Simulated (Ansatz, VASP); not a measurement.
Zr in VASP and in Ansatz

```
CELL_PARAMETERS angstrom
3.32896 0.00000 0.00000
-1.66448 2.88296 0.00000
0.00000 0.00000 5.14700
ATOMIC_POSITIONS crystal
Zr 0.33333 0.66667 0.25000
Zr 0.66667 0.33333 0.75000
```

Change from the starting cell: equal xx and yy strain of +3 %.

Alike in both runs: task single point; functional PBE; k mesh 13 × 13 × 7; occupations fermi-dirac, width 0.08 eV; no spin polarisation.

```csv
,VASP,Ansatz
version,VASP 6.6.1,Ansatz 0.2.0
potentials or method,"VASP PAW PBE potentials, release 64 (Zr_sv), cutoff 520 eV","all-electron LAPW, scalar-relativistic"
```

```tsv
	VASP	Ansatz	Ansatz less VASP
pressure (GPa)	-4.5	-4.5	+0.01
traceless stress, the component that is largest in VASP (GPa)	1.82	1.82	+0.001
```

Ansatz ran all-electron here, and VASP with PAW potentials.
